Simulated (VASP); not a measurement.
# NiPt (P4/mmm) in VASP: a series of runs

NiPt is run at these levels: LDA; tasks: single point, relaxation of cell and atoms.

All numbers are computed with VASP 6.6.1; they aren't measurements. Logs are shortened: lines on timing, memory, paths and dates and some standing lists are left out, and cuts for length are marked.

## 1. The cell of the first run

It takes space group P4/mmm (No. 123, tetragonal). The conventional cell has a = 2.654 Å, b = 2.654 Å, c = 3.537 Å, α = 90.00°, β = 90.00°, γ = 90.00°. Within 3.4 Å of Ni (site symmetry 4/mmm) lie 8 Pt at 2.58 Å and 4 Ni at 2.65 Å. Pt (site symmetry 4/mmm) has 8 Ni at 2.58 Å and 4 Pt at 2.65 Å within 3.4 Å.

## 2. Single point, LDA, collinear spin, ferromagnetic start

File INCAR:

```
PREC     = Accurate       # precision mode
ENCUT    = 520            # plane-wave cutoff, eV
EDIFF    = 1E-7           # SCF threshold, eV
ISMEAR   = -1             # smearing method
SIGMA    = 0.1            # smearing width, eV
LREAL    = False          # projectors in reciprocal space
LASPH    = True           # aspherical terms in the spheres
NELM     = 150            # most SCF steps
ALGO     = Normal         # electronic algorithm
ISIF     = 2              # what is computed and relaxed
LWAVE    = False          # write WAVECAR
LCHARG   = True           # write CHGCAR
ISPIN    = 2              # spin polarisation
MAGMOM   = 1.5 0          # initial moments
LORBIT   = 11             # projections on sites
LMAXMIX  = 4              # l up to which the mixer works
GGA      = CA             # functional
LELF     = True           # ELF
LVHAR    = True         
NBANDS   = 21             # bands
```

File KPOINTS:

```
regular mesh
0
Gamma
  9 9 7
```

File POSCAR:

```
NiPt
1.0
    2.6544853886      0.0000000000      0.0000000000
    0.0000000000      2.6544853886      0.0000000000
    0.0000000000      0.0000000000      3.5366134031
Ni Pt
1 1
Direct
    0.5000000000      0.5000000000      0.5000000000
    0.0000000000      0.0000000000      0.0000000000
```

Potentials or basis: VASP PAW LDA potentials, release 64 (Ni, Pt).

Launch:

```
$ cat potpaw_LDA.64/Ni/POTCAR potpaw_LDA.64/Pt/POTCAR > POTCAR
$ mpirun -np 1 vasp_std > vasp.out
```

OUTCAR:

```text
PREC = Accurate
   ENCUT = 520
   EDIFF = 1E-7
   ISMEAR = -1
   LREAL = False
   LASPH = True
   NELM = 150
   ISIF = 2
   ISPIN = 2
   LORBIT = 11
   GGA = CA

 ion  position               nearest neighbor table
   1  0.500  0.500  0.500-   2 2.58   2 2.58   2 2.58   2 2.58   2 2.58   2 2.58   2 2.58   2 2.58

   2  0.000  0.000  0.000-   1 2.58   1 2.58   1 2.58   1 2.58   1 2.58   1 2.58   1 2.58   1 2.58

  LATTYP: Found a simple tetragonal cell.
 ALAT       =     2.6544853886
 C/A-ratio  =     1.3323160181

  Lattice vectors:

 A1 = (   2.6544853886,   0.0000000000,   0.0000000000)
 A2 = (   0.0000000000,   2.6544853886,   0.0000000000)
 A3 = (   0.0000000000,   0.0000000000,   3.5366134031)

Analysis of symmetry for initial positions (statically):
=====================================================================
 Subroutine PRICEL returns:
 Original cell was already a primitive cell.

 Routine SETGRP: Setting up the symmetry group for a
 simple tetragonal supercell.

 Subroutine GETGRP returns: Found 16 space group operations
 (whereof 16 operations were pure point group operations)
 out of a pool of 16 trial point group operations.

The static configuration has the point symmetry D_4h.

Analysis of symmetry for dynamics (positions and initial velocities):
=====================================================================
 Subroutine PRICEL returns:
 Original cell was already a primitive cell.

 Routine SETGRP: Setting up the symmetry group for a
 simple tetragonal supercell.

 Subroutine GETGRP returns: Found 16 space group operations
 (whereof 16 operations were pure point group operations)
 out of a pool of 16 trial point group operations.

The dynamic configuration has the point symmetry D_4h.

Analysis of structural, dynamic, and magnetic symmetry:
=====================================================================
 Subroutine PRICEL returns:
 Original cell was already a primitive cell.

 Routine SETGRP: Setting up the symmetry group for a
 simple tetragonal supercell.

 Subroutine GETGRP returns: Found 16 space group operations
 (whereof 16 operations were pure point group operations)
 out of a pool of 16 trial point group operations.

The overall configuration has the point symmetry D_4h.

 Subroutine INISYM returns: Found 16 space group operations
 (whereof 16 operations are pure point group operations),
 and found     1 'primitive' translations

----------------------------------------------------------------------------------------

                                     Primitive cell

  volume of cell :      24.9200

  direct lattice vectors                    reciprocal lattice vectors
     2.654485389  0.000000000  0.000000000     0.376720853  0.000000000  0.000000000
     0.000000000  2.654485389  0.000000000     0.000000000  0.376720853  0.000000000
     0.000000000  0.000000000  3.536613403     0.000000000  0.000000000  0.282756379

  length of vectors
     2.654485389  2.654485389  3.536613403     0.376720853  0.376720853  0.282756379

  position of ions in fractional coordinates (direct lattice)
     0.500000000  0.500000000  0.500000000
     0.000000000  0.000000000  0.000000000

  ion indices of the primitive-cell ions
   primitive index   ion index
                 1           1
                 2           2

----------------------------------------------------------------------------------------

 KPOINTS: regular mesh

Automatic generation of k-mesh.
 Grid dimensions read from file:
 generate k-points for:    9    9    7

 Generating k-lattice:

  Cartesian coordinates                     Fractional coordinates (reciprocal lattice)
     0.041857873  0.000000000  0.000000000     0.111111111  0.000000000  0.000000000
     0.000000000  0.041857873  0.000000000     0.000000000  0.111111111  0.000000000
     0.000000000  0.000000000  0.040393768     0.000000000  0.000000000  0.142857143

  Length of vectors
     0.041857873  0.041857873  0.040393768

  Shift w.r.t. Gamma in fractional coordinates (k-lattice)
     0.000000000  0.000000000  0.000000000

 Subroutine IBZKPT returns following result:
 ===========================================

 Found     60 irreducible k-points:

 Following reciprocal coordinates:
            Coordinates               Weight
  0.000000  0.000000  0.000000      1.000000
  0.111111  0.000000  0.000000      4.000000
  0.222222  0.000000  0.000000      4.000000
  0.333333  0.000000  0.000000      4.000000
  0.444444  0.000000  0.000000      4.000000
  0.111111  0.111111  0.000000      4.000000
[... 16 lines left out ...]
  0.333333  0.111111  0.142857     16.000000
  0.444444  0.111111  0.142857     16.000000
 [... further k-points ...]
   k-points           NKPTS =     60   k-points in BZ     NKDIM =     60   number of bands    NBANDS=     21
   number of dos      NEDOS =    301   number of ions     NIONS =      2
   total plane-waves  NPLWV =  11200
   dimension x,y,z NGX =    20 NGY =   20 NGZ =   28
   dimension x,y,z NGXF=    40 NGYF=   40 NGZF=   56
   ions per type =               1   1
   NGX,Y,Z   is equivalent  to a cutoff of  12.53, 12.53, 13.16 a.u.
   NGXF,Y,Z  is equivalent  to a cutoff of  25.05, 25.05, 26.32 a.u.
 SYSTEM =  unknown system
   PREC   = accura    normal or accurate (medium, high low for compatibility)
   ISTART =      0    job   : 0-new  1-cont  2-samecut
   ICHARG =      2    charge: 1-file 2-atom 10-const
   ISPIN  =      2    spin polarized calculation?
   LNONCOLLINEAR =      F non collinear calculations
   LSORBIT =      F    spin-orbit coupling
   LASPH  =      T    aspherical Exc in radial PAW
   ENCUT  =  520.0 eV  38.22 Ry    6.18 a.u.   4.94  4.94  6.58*2*pi/ulx,y,z
   NELM   =    150;   NELMIN=  2; NELMDL= -5     # of ELM steps
   EDIFF  = 0.1E-06   stopping-criterion for ELM
   LREAL  =      F    real-space projection
   EDIFFG = 0.1E-05   stopping-criterion for IOM
   NSW    =      0    number of steps for IOM
   IBRION =     -1    ionic relax: 0-MD 1-quasi-New 2-CG
   NFREE  =      0    steps in history (QN), initial steepest desc. (CG)
   ISIF   =      2    stress and relaxation
   ISYM   =      2    0-nonsym 1-usesym 2-fastsym
   POTIM  = 0.5000    time-step for ionic-motion
   TEBEG  =    0.0;   TEEND  =   0.0 temperature during run
   PSTRESS=    0.0 pullay stress
   NELECT =      20.0000    total number of electrons
   NUPDOWN=      -1.0000    fix difference up-down
   EMIN   =  10.00;   EMAX   =-10.00  energy-range for DOS
   EFERMI =   0.00;   METHOD = LEGACY
   ISMEAR =    -1;   SIGMA  =   0.10  broadening in eV -4-tet -1-fermi 0-gaus
   EFERMI_NEDOS =   21; number of points for ismear=-14 and -15
   IALGO  =     38    algorithm
   IMIX   =      4    mixing-type and parameters
     AMIX     =   0.40;   BMIX     =  1.00
     AMIX_MAG =   1.60;   BMIX_MAG =  1.00
  volume/ion in A,a.u.               =      12.46        84.08
  Fermi-wavevector in a.u.,A,eV,Ry     =   1.521372  2.874976 31.491673  2.314573
  Thomas-Fermi vector in A             =   2.630096
   LORBIT       =     11    0 simple, 1 ext, 2 COOP (PROOUT), +10 PAW based schemes
   GGA     = CA    functional components
   LHFCALC =     F    Hartree Fock is set to
   AEXX    =    0.0000 exact exchange contribution
   IVDW    =     0    specifies the selected vdW correction
   LEPSILON=     F    determine dielectric tensor
   LRPA    =     F    only Hartree local field effects (RPA)
 spin polarized calculation
  energy-cutoff  :      520.00
  volume of cell :       24.92
 maximum number of plane-waves:       683
 NGX is ok and might be reduce to    20
   NGX =  9   NGY =  9   NGZ = 13

 number of electron      19.9999989 magnetization       0.0022879

 number of electron      19.9999989 magnetization      -0.0002583

 Free energy of the ion-electron system (eV)
  ---------------------------------------------------
  ext. energy  EPLUGINS =         0.00000000
  ---------------------------------------------------
  free energy    TOTEN  =       -14.31949890 eV

  energy without entropy =      -14.20950935  energy(sigma->0) =      -14.26450412

 E-fermi :  10.9819     XC(G=0): -13.8882

 val. band max:       10.9772026769   @ k =   0.3333   0.2222   0.1429
 cond. band min:      10.9871091900   @ k =   0.1111   0.0000   0.2857
 fundamental gap:      0.0099065131
 Fermi energy:        10.9819475978

 spin component 1

 k-point     1 :       0.0000    0.0000    0.0000
  band No.  band energies     occupation
      1       0.8269      1.00000
      2       4.4417      1.00000
      3       4.5405      1.00000
      4       7.9265      1.00000
      5       7.9265      1.00000
      6       8.9225      1.00000
[... 13 lines left out ...]
     20      33.5377      0.00000
     21      35.4583      0.00000

 k-point     2 :       0.1111    0.0000    0.0000
  band No.  band energies     occupation
      1       1.1672      1.00000
      2       4.6087      1.00000
      3       4.8031      1.00000
      4       7.7228      1.00000
      5       8.0283      1.00000
      6       8.9913      1.00000
[... 13 lines left out ...]
     20      34.1834      0.00000
     21      34.9664      0.00000

 k-point     3 :       0.2222    0.0000    0.0000
  band No.  band energies     occupation
      1       2.0884      1.00000
      2       4.9753      1.00000
      3       5.6099      1.00000
      4       7.1538      1.00000
      5       8.3220      1.00000
      6       9.0674      1.00000
[... 13 lines left out ...]
     20      35.9124      0.00000
     21      36.8836      0.00000
[... 457 lines left out ...]
 k-point    23 :       0.3333    0.1111    0.1429
  band No.  band energies     occupation
      1       3.7603      1.00000
      2       5.6408      1.00000
      3       6.2922      1.00000
      4       6.7620      1.00000
      5       7.8164      1.00000
      6       8.1995      1.00000
[... 13 lines left out ...]
     20      33.4799      0.00000
     21      38.6978      0.00000

 k-point    24 :       0.4444    0.1111    0.1429
  band No.  band energies     occupation
      1       4.6710      1.00000
      2       5.3883      1.00000
      3       6.4328      1.00000
      4       6.7727      1.00000
      5       7.8004      1.00000
      6       8.2854      1.00000
[... 13 lines left out ...]
     20      34.2825      0.00000
     21      37.5058      0.00000

 [... further k-points ...]

 spin component 2

 k-point     1 :       0.0000    0.0000    0.0000
  band No.  band energies     occupation
      1       0.8269      1.00000
      2       4.4417      1.00000
      3       4.5404      1.00000
      4       7.9264      1.00000
      5       7.9264      1.00000
      6       8.9224      1.00000
[... 13 lines left out ...]
     20      33.5377      0.00000
     21      35.4583      0.00000

 k-point     2 :       0.1111    0.0000    0.0000
  band No.  band energies     occupation
      1       1.1672      1.00000
      2       4.6087      1.00000
      3       4.8031      1.00000
      4       7.7227      1.00000
      5       8.0282      1.00000
      6       8.9911      1.00000
[... 13 lines left out ...]
     20      34.1834      0.00000
     21      34.9664      0.00000

 k-point     3 :       0.2222    0.0000    0.0000
  band No.  band energies     occupation
      1       2.0884      1.00000
      2       4.9752      1.00000
      3       5.6098      1.00000
      4       7.1538      1.00000
      5       8.3219      1.00000
      6       9.0672      1.00000
[... 13 lines left out ...]
     20      35.9124      0.00000
     21      36.8836      0.00000
[... 457 lines left out ...]
 k-point    23 :       0.3333    0.1111    0.1429
  band No.  band energies     occupation
      1       3.7603      1.00000
      2       5.6408      1.00000
      3       6.2922      1.00000
      4       6.7619      1.00000
      5       7.8163      1.00000
      6       8.1994      1.00000
[... 13 lines left out ...]
     20      33.4798      0.00000
     21      38.6977      0.00000

 k-point    24 :       0.4444    0.1111    0.1429
  band No.  band energies     occupation
      1       4.6709      1.00000
      2       5.3883      1.00000
      3       6.4327      1.00000
      4       6.7727      1.00000
      5       7.8003      1.00000
      6       8.2853      1.00000
[... 13 lines left out ...]
     20      34.2825      0.00000
     21      37.5058      0.00000

 [... further k-points ...]
[... 5 lines left out ...]
  --------------------------------------------------------------------------------------
  -------------------------------------------------------------------------------------
  Total        0.0760375      0.0760375      0.0593866      0.0000000      0.0000000      0.0000000
  in kB        4.8886644      4.8886644      3.8181287      0.0000000      0.0000000      0.0000000
  external PRESSURE =       4.5318192 kB  Pullay stress =       0.0000000 kB

 VOLUME and BASIS-vectors are now :
 -----------------------------------------------------------------------------
  energy-cutoff  :      520.00
  volume of cell :       24.92
      direct lattice vectors                 reciprocal lattice vectors
     2.654485389  0.000000000  0.000000000     0.376720853  0.000000000  0.000000000
     0.000000000  2.654485389  0.000000000     0.000000000  0.376720853  0.000000000
     0.000000000  0.000000000  3.536613403     0.000000000  0.000000000  0.282756379

 POSITION                                       TOTAL-FORCE (eV/Angst)
 -----------------------------------------------------------------------------------
      1.32724      1.32724      1.76831         0.000000      0.000000      0.000000
      0.00000      0.00000      0.00000         0.000000      0.000000      0.000000
 -----------------------------------------------------------------------------------
    total drift:                               -0.000000      0.000000      0.000000

  FREE ENERGIE OF THE ION-ELECTRON SYSTEM (eV)
  ---------------------------------------------------
  free  energy   TOTEN  =       -14.3194988979 eV

  energy  without entropy=      -14.2095093460  energy(sigma->0) =      -14.26450412

 total charge

# of ion       s       p       d       tot
------------------------------------------
    1        0.460   0.511   8.380   9.352
    2        0.731   0.702   8.076   9.508
--------------------------------------------------
tot          1.191   1.213  16.457  18.860

 magnetization (x)

# of ion       s       p       d       tot
------------------------------------------
    1        0.000   0.000  -0.000  -0.000
    2        0.000   0.000  -0.000  -0.000
--------------------------------------------------
tot          0.000   0.000  -0.000  -0.000
```

Run time: 45 s. Hardware: 1 thread of Intel Xeon Platinum 8488C (Sapphire Rapids), shared host; peak memory 0.17 GiB.

Results:

| Quantity | Value |
| --- | --- |
| Free energy | -14.3195 eV |
| Pressure | 0.5 GPa |
| Band gap on the k mesh | zero (filled and empty bands overlap) |
| Net moment | 0.00 μB per cell |
| Valence electrons inside the program's atomic spheres | Ni 9.35; Pt 9.51 |

Stress tensor (GPa, compression positive):
```
0.49 0.00 0.00
0.00 0.49 0.00
0.00 0.00 0.38
```

Levels at points of the mesh, in eV from the Fermi level:
Spin up:
| k point | band 7 | band 8 | band 9 | band 10 | band 11 | band 12 | band 13 | band 14 |
| --- | --- | --- | --- | --- | --- | --- | --- | --- |
| (0.00, 0.00, 0.00) | -1.43 | -0.87 | 0.06 | 0.30 | 0.30 | 2.91 | 11.41 | 12.10 |
Spin down:
```tsv
k point	band 7	band 8	band 9	band 10	band 11	band 12	band 13	band 14
(0.00, 0.00, 0.00)	-1.43	-0.87	0.06	0.30	0.30	2.91	11.41	12.10
```

Caveat: spin-orbit coupling is left out, which moves the levels of the heavy elements.

## 3. Relaxation of cell and atoms, LDA, collinear spin, ferromagnetic start

This run uses another cell than the first one, of 13.14 Å³/atom.

File INCAR:

```
ALGO = Normal
EDIFF = 1E-6
EDIFFG = -0.02
ENCUT = 600
IBRION = 2
ISIF = 3
ISMEAR = -1
ISPIN = 2
LASPH = T
LCHARG = F
LMAXMIX = 4
LORBIT = 11
LREAL = F
LWAVE = F
MAGMOM = 1.5 0
NELM = 150
NSW = 80
PREC = Accurate
SIGMA = 0.1
```

File KPOINTS:

```
k-points
0
Gamma
  9 9 7
```

File POSCAR:

```
NiPt
1.0
    2.7099397900      0.0000000000      0.0000000000
    0.0000000000      2.7099397900      0.0000000000
    0.0000000000      0.0000000000      3.5783200000
Ni Pt
1 1
Direct
    0.5000000018      0.5000000018      0.5000000000
    0.0000000000      0.0000000000      0.0000000000
```

Potentials or basis: VASP PAW LDA potentials, release 64 (Ni, Pt).

Launch:

```
$ cat potpaw_LDA.64/Ni/POTCAR potpaw_LDA.64/Pt/POTCAR > POTCAR
$ mpirun -np 1 vasp_std > vasp.out
```

It took 2.2 min on 1 thread of Intel Xeon Platinum 8488C (Sapphire Rapids), shared host; peak memory 0.19 GiB.

It converged, with:

```
Free energy                                           : -14.3199 eV
Relaxed volume                                        : 12.48 Å³/atom
Relaxed cell                                          : a = 2.656 Å, b = 2.656 Å, c = 3.537 Å, α = 90.00°, β = 90.00°, γ = 90.00°
Space group after relaxing (to 0.1 Å)                 : P4/mmm (No. 123)
Energy gained by relaxing                             : 27.9 meV/atom
Ionic steps                                           : 6
Pressure after relaxing                               : 0.0 GPa
Band gap on the k mesh                                : zero (filled and empty bands overlap)
Net moment                                            : 0.00 μB per cell
Valence electrons inside the program's atomic spheres : Ni 9.35; Pt 9.51
```

Step by step:
```
step  energy change (eV)  largest force (eV/Å)  pressure (GPa)  volume (Å³)
   1              0.0000                0.0000          -12.63        26.28
   2              0.1985                0.0000           37.10        22.53
   3             -0.0554                0.0000           -0.64        25.00
   4             -0.0555                0.0000            0.05        24.95
   5             -0.0557                0.0000            0.04        24.95
   6             -0.0557                0.0000            0.03        24.96
```

Final structure:
```
Ni Pt
1.0
     2.65618    0.00000    0.00000
     0.00000    2.65618    0.00000
     0.00000    0.00000    3.53747
Ni Pt
1 1
Direct
  0.50000 0.50000 0.50000
  0.00000 0.00000 0.00000
```

Levels at points of the mesh, in eV from the Fermi level:
Spin up:
```csv
k point,band 6,band 7,band 8,band 9,band 10,band 11,band 12,band 13,band 14,band 15
"(0.00, 0.00, 0.00)",-2.05,-1.42,-0.86,0.06,0.30,0.30,2.92,11.40,12.08,12.08
```
Spin down:
| k point | band 7 | band 8 | band 9 | band 10 | band 11 | band 12 | band 13 | band 14 |
| --- | --- | --- | --- | --- | --- | --- | --- | --- |
| (0.00, 0.00, 0.00) | -1.42 | -0.86 | 0.06 | 0.30 | 0.30 | 2.92 | 11.40 | 12.08 |

Caveat: spin-orbit coupling is left out, which moves the levels of the heavy elements.
